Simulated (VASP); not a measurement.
# CuS (F-43m) in VASP: further runs

The runs below take CuS through single point, relaxation of cell and atoms, with LDA.

Program: VASP 6.6.1. These are calculated values, not measurements. Logs are shortened: lines on timing, memory, paths and dates and some standing lists are left out, and cuts for length are marked.

## 1. The cell of the first run

The structure is cubic, space group F-43m (No. 216). The conventional cell has a = 5.070 Å, b = 5.070 Å, c = 5.070 Å, α = 90.00°, β = 90.00°, γ = 90.00°. Within 2.9 Å of Cu (site symmetry -43m) lie 4 S at 2.20 Å. S (site symmetry -43m) has 4 Cu at 2.20 Å within 2.9 Å.

## 2. Single point, LDA

INCAR

```
PREC     = Accurate       # precision mode
ENCUT    = 520            # plane-wave cutoff, eV
EDIFF    = 1E-6           # SCF threshold, eV
ISMEAR   = 0              # smearing method
SIGMA    = 0.1            # smearing width, eV
LREAL    = False          # projectors in reciprocal space
LASPH    = True           # aspherical terms in the spheres
NELM     = 60             # most SCF steps
ALGO     = Normal         # electronic algorithm
ISIF     = 2              # what is computed and relaxed
LWAVE    = False          # write WAVECAR
LCHARG   = False          # write CHGCAR
GGA      = CA             # functional
NBANDS   = 16             # bands
```

KPOINTS

```
Automatic mesh
0
Gamma
  14 14 14
```

POSCAR

```
CuS
1.0
    0.0000000000      2.5347689551      2.5347689551
    2.5347689551      0.0000000000      2.5347689551
    2.5347689551      2.5347689551      0.0000000000
Cu S
1 1
Direct
    0.2500000000      0.2500000000      0.2500000000
    0.0000000000      0.0000000000      0.0000000000
```

Potentials or basis: VASP PAW LDA potentials, release 64 (Cu, S).

Run with:

```bash
$ cat potpaw_LDA.64/Cu/POTCAR potpaw_LDA.64/S/POTCAR > POTCAR
$ mpirun -np 1 vasp_std > vasp.out
```

OUTCAR:

```text
PREC = Accurate
   ENCUT = 520
   EDIFF = 1E-6
   ISMEAR = 0
   LREAL = False
   LASPH = True
   NELM = 60
   ISIF = 2
   GGA = CA

 ion  position               nearest neighbor table
   1  0.250  0.250  0.250-   2 2.20   2 2.20   2 2.20   2 2.20
   2  0.000  0.000  0.000-   1 2.20   1 2.20   1 2.20   1 2.20

  LATTYP: Found a face centered cubic cell.
 ALAT       =     5.0695379102

  Lattice vectors:

 A1 = (   0.0000000000,   2.5347689551,   2.5347689551)
 A2 = (   2.5347689551,   0.0000000000,   2.5347689551)
 A3 = (   2.5347689551,   2.5347689551,   0.0000000000)

Analysis of symmetry for initial positions (statically):
=====================================================================
 Subroutine PRICEL returns:
 Original cell was already a primitive cell.

 Routine SETGRP: Setting up the symmetry group for a
 face centered cubic supercell.

 Subroutine GETGRP returns: Found 24 space group operations
 (whereof 24 operations were pure point group operations)
 out of a pool of 48 trial point group operations.

The static configuration has the point symmetry T_d .

Analysis of symmetry for dynamics (positions and initial velocities):
=====================================================================
 Subroutine PRICEL returns:
 Original cell was already a primitive cell.

 Routine SETGRP: Setting up the symmetry group for a
 face centered cubic supercell.

 Subroutine GETGRP returns: Found 24 space group operations
 (whereof 24 operations were pure point group operations)
 out of a pool of 48 trial point group operations.

The dynamic configuration has the point symmetry T_d .

 Subroutine INISYM returns: Found 24 space group operations
 (whereof 24 operations are pure point group operations),
 and found     1 'primitive' translations

----------------------------------------------------------------------------------------

                                     Primitive cell

  volume of cell :      32.5721

  direct lattice vectors                    reciprocal lattice vectors
     0.000000000  2.534768955  2.534768955    -0.197256637  0.197256637  0.197256637
     2.534768955  0.000000000  2.534768955     0.197256637 -0.197256637  0.197256637
     2.534768955  2.534768955  0.000000000     0.197256637  0.197256637 -0.197256637

  length of vectors
     3.584704634  3.584704634  3.584704634     0.341658518  0.341658518  0.341658518

  position of ions in fractional coordinates (direct lattice)
     0.250000000  0.250000000  0.250000000
[... 72 lines left out ...]
   ISPIN  =      1    spin polarized calculation?
   LNONCOLLINEAR =      F non collinear calculations
   LSORBIT =      F    spin-orbit coupling
   LASPH  =      T    aspherical Exc in radial PAW
   ENCUT  =  520.0 eV  38.22 Ry    6.18 a.u.   6.67  6.67  6.67*2*pi/ulx,y,z
   NELM   =     60;   NELMIN=  2; NELMDL= -5     # of ELM steps
   EDIFF  = 0.1E-05   stopping-criterion for ELM
   LREAL  =      F    real-space projection
   EDIFFG = 0.1E-04   stopping-criterion for IOM
   NSW    =      0    number of steps for IOM
   IBRION =     -1    ionic relax: 0-MD 1-quasi-New 2-CG
   NFREE  =      0    steps in history (QN), initial steepest desc. (CG)
   ISIF   =      2    stress and relaxation
   ISYM   =      2    0-nonsym 1-usesym 2-fastsym
   POTIM  = 0.5000    time-step for ionic-motion
   TEBEG  =    0.0;   TEEND  =   0.0 temperature during run
   PSTRESS=    0.0 pullay stress
   NELECT =      17.0000    total number of electrons
   NUPDOWN=      -1.0000    fix difference up-down
   EMIN   =  10.00;   EMAX   =-10.00  energy-range for DOS
   EFERMI =   0.00;   METHOD = LEGACY
   ISMEAR =     0;   SIGMA  =   0.10  broadening in eV -4-tet -1-fermi 0-gaus
   EFERMI_NEDOS =   21; number of points for ismear=-14 and -15
   IALGO  =     38    algorithm
   IMIX   =      4    mixing-type and parameters
     AMIX     =   0.40;   BMIX     =  1.00
     AMIX_MAG =   1.60;   BMIX_MAG =  1.00
  volume/ion in A,a.u.               =      16.29       109.90
  Fermi-wavevector in a.u.,A,eV,Ry     =   1.318083  2.490816 23.637984  1.737343
  Thomas-Fermi vector in A             =   2.448078
   LORBIT       =      0    0 simple, 1 ext, 2 COOP (PROOUT), +10 PAW based schemes
   GGA     = CA    functional components
   LHFCALC =     F    Hartree Fock is set to
   AEXX    =    0.0000 exact exchange contribution
   IVDW    =     0    specifies the selected vdW correction
   LEPSILON=     F    determine dielectric tensor
   LRPA    =     F    only Hartree local field effects (RPA)
 non-spin polarized calculation
 Gauss-broadening in eV      SIGMA  =   0.10
  energy-cutoff  :      520.00
  volume of cell :       32.57
 maximum number of plane-waves:       899
   NGX = 13   NGY = 13   NGZ = 13

 number of electron      17.0000000 magnetization

 Free energy of the ion-electron system (eV)
  ---------------------------------------------------
  ext. energy  EPLUGINS =         0.00000000
  ---------------------------------------------------
  free energy    TOTEN  =        -9.85826055 eV

  energy without entropy =       -9.85038947  energy(sigma->0) =       -9.85432501

 E-fermi :   5.0156     XC(G=0): -10.9138

 val. band max:        4.9721899871   @ k =  -0.1429   0.1429   0.0000
 cond. band min:       5.0220183304   @ k =   0.5000   0.1429   0.0714
 fundamental gap:      0.0498283433
 Fermi energy:         5.0156355608

 k-point     1 :       0.0000    0.0000    0.0000
  band No.  band energies     occupation
      1      -9.1678      2.00000
      2       0.4279      2.00000
      3       0.4279      2.00000
      4       0.4279      2.00000
      5       2.1060      2.00000
      6       2.1060      2.00000
[... 433 lines left out ...]
      3       0.5703      2.00000
      4       0.6026      2.00000
      5       1.9866      2.00000
      6       2.1814      2.00000
[... 8 lines left out ...]
     15      18.1850      0.00000
     16      20.3945      0.00000

 [... further k-points ...]
[... 5 lines left out ...]
  --------------------------------------------------------------------------------------
  -------------------------------------------------------------------------------------
  Total       -0.0342314     -0.0342314     -0.0342314      0.0000000      0.0000000     -0.0000000
  in kB       -1.6837991     -1.6837991     -1.6837991      0.0000000      0.0000000     -0.0000000
  external PRESSURE =      -1.6837991 kB  Pullay stress =       0.0000000 kB

 VOLUME and BASIS-vectors are now :
 -----------------------------------------------------------------------------
  energy-cutoff  :      520.00
  volume of cell :       32.57
      direct lattice vectors                 reciprocal lattice vectors
     0.000000000  2.534768955  2.534768955    -0.197256637  0.197256637  0.197256637
     2.534768955  0.000000000  2.534768955     0.197256637 -0.197256637  0.197256637
     2.534768955  2.534768955  0.000000000     0.197256637  0.197256637 -0.197256637

 POSITION                                       TOTAL-FORCE (eV/Angst)
 -----------------------------------------------------------------------------------
      1.26738      1.26738      1.26738        -0.000000     -0.000000     -0.000000
      0.00000      0.00000      0.00000         0.000000      0.000000      0.000000
 -----------------------------------------------------------------------------------
    total drift:                               -0.000003     -0.000003     -0.000003

  FREE ENERGIE OF THE ION-ELECTRON SYSTEM (eV)
  ---------------------------------------------------
  free  energy   TOTEN  =        -9.8582605466 eV

  energy  without entropy=       -9.8503894677  energy(sigma->0) =       -9.85432501
```

OSZICAR:

```text
N       E                     dE             d eps       ncg     rms          rms(c)
DAV:   1     0.830391815179E+02    0.83039E+02   -0.71898E+03  3384   0.133E+03
DAV:   2    -0.602899121227E+01   -0.89068E+02   -0.79705E+02  3656   0.247E+02
DAV:   3    -0.116218977865E+02   -0.55929E+01   -0.53636E+01  4320   0.607E+01
DAV:   4    -0.117456345264E+02   -0.12374E+00   -0.12360E+00  3896   0.851E+00
DAV:   5    -0.117497435777E+02   -0.41091E-02   -0.41088E-02  4696   0.173E+00    0.122E+01
DAV:   6    -0.118119112846E+02   -0.62168E-01   -0.22174E+01  3384   0.144E+02    0.100E+01
DAV:   7    -0.986950301024E+01    0.19424E+01   -0.59452E+00  4152   0.841E+01    0.318E+00
DAV:   8    -0.988351571007E+01   -0.14013E-01   -0.39635E-01  4800   0.146E+01    0.156E+00
DAV:   9    -0.985792501518E+01    0.25591E-01   -0.11161E-01  4584   0.107E+01    0.300E-01
DAV:  10    -0.985829408321E+01   -0.36907E-03   -0.60174E-03  4976   0.934E-01    0.233E-01
DAV:  11    -0.985831724537E+01   -0.23162E-04   -0.89784E-05  4872   0.781E-02    0.120E-01
DAV:  12    -0.985827057193E+01    0.46673E-04   -0.23158E-04  4168   0.513E-01    0.993E-02
DAV:  13    -0.985825986269E+01    0.10709E-04   -0.15982E-05  5248   0.982E-02    0.684E-02
DAV:  14    -0.985826054663E+01   -0.68395E-06   -0.91987E-07  2344   0.751E-03
   1 F= -.98582605E+01 E0= -.98543250E+01  d E =-.787108E-02
```

Run time: 36 s. Hardware: 1 thread of AMD EPYC 9R14 (Zen 4), shared host; peak memory 0.14 GiB.

Results:

```yaml
Free_energy: -9.8583 eV
Pressure: -0.2 GPa
Band_gap_on_the_k_mesh: zero (an odd number of electrons rules out a gap without spin polarisation)
```

Levels at points of the mesh, in eV from the Fermi level:
| k point | band 6 | band 7 | band 8 | band 9 | band 10 | band 11 | band 12 | band 13 |
| --- | --- | --- | --- | --- | --- | --- | --- | --- |
| (0.00, 0.00, 0.00) | -2.91 | 1.40 | 1.40 | 1.40 | 3.70 | 7.24 | 7.24 | 7.24 |
| (0.50, 0.00, 0.00) | -2.83 | -2.68 | 0.14 | 0.14 | 4.72 | 7.79 | 7.79 | 9.98 |
| (0.50, 0.50, 0.00) | -2.69 | -2.43 | -1.67 | -1.67 | 4.06 | 5.21 | 12.92 | 14.17 |

Caveat: an odd number of electrons without spin polarisation forces a metal; a magnetic or distorted state may lie lower.

## 3. Relaxation of cell and atoms, LDA

This run uses another cell than the first one, of 17.72 Å³/atom.

INCAR

```
PREC = Accurate
ENCUT = 600
EDIFF = 1E-6
ISMEAR = 0
SIGMA = 0.1
LREAL = F
LASPH = T
NELM = 100
ALGO = Normal
ISIF = 3
LWAVE = F
LCHARG = F
IBRION = 2
NSW = 70
EDIFFG = -0.005
```

KPOINTS is that of step 2.

POSCAR

```
CuS
1.0
    0.0000000000      2.6070762573      2.6070762573
    2.6070762573      0.0000000000      2.6070762573
    2.6070762573      2.6070762573      0.0000000000
Cu S
1 1
Direct
    0.2500000000      0.2500000000      0.2500000000
    0.0000000000      0.0000000000      0.0000000000
```

Potentials or basis: VASP PAW LDA potentials, release 64 (Cu, S).

Run with:

```bash
$ cat potpaw_LDA.64/Cu/POTCAR potpaw_LDA.64/S/POTCAR > POTCAR
$ mpirun -np 1 vasp_std > vasp.out
```

Run time: 83 s. Hardware: 1 thread of AMD EPYC 9R14 (Zen 4), shared host; peak memory 0.16 GiB.

Results (log left out):

| Quantity | Value |
| --- | --- |
| Free energy | -9.8593 eV |
| Relaxed volume | 16.34 Å³/atom |
| Relaxed cell | a = 3.588 Å, b = 3.588 Å, c = 3.588 Å, α = 60.00°, β = 60.00°, γ = 60.00° |
| Space group after relaxing (to 0.1 Å) | F-43m (No. 216) |
| Energy gained by relaxing | 33.8 meV/atom |
| Ionic steps | 3 |
| Pressure after relaxing | 0.0 GPa |
| Band gap on the k mesh | zero (an odd number of electrons rules out a gap without spin polarisation) |

Step by step:
| step | energy change (eV) | largest force (eV/Å) | pressure (GPa) | volume (Å³) |
| --- | --- | --- | --- | --- |
| 1 | 0.0000 | 0.0000 | -7.29 | 35.44 |
| 2 | -0.0519 | 0.0000 | 4.28 | 31.46 |
| 3 | -0.0676 | 0.0000 | -0.03 | 32.67 |

Final structure:
```
CELL_PARAMETERS angstrom
0.00000 2.53731 2.53731
2.53731 0.00000 2.53731
2.53731 2.53731 0.00000
ATOMIC_POSITIONS crystal
Cu 0.25000 0.25000 0.25000
S 0.00000 0.00000 0.00000
```

Levels at points of the mesh, in eV from the Fermi level:
```csv
k point,band 6,band 7,band 8,band 9,band 10,band 11,band 12
"(0.00, 0.00, 0.00)",-2.90,1.40,1.40,1.40,3.68,7.23,7.23
"(0.50, 0.00, 0.00)",-2.82,-2.67,0.14,0.14,4.71,7.79,7.79
"(0.50, 0.50, 0.00)",-2.68,-2.43,-1.67,-1.67,4.06,5.21,12.89
```

Caveat: an odd number of electrons without spin polarisation forces a metal; a magnetic or distorted state may lie lower. With open d or f shells a metallic result of LDA can be an artefact of self-interaction; +U or a hybrid may open a gap.

The gap in the log of VASP goes by the Fermi energy; the results here count the filled bands.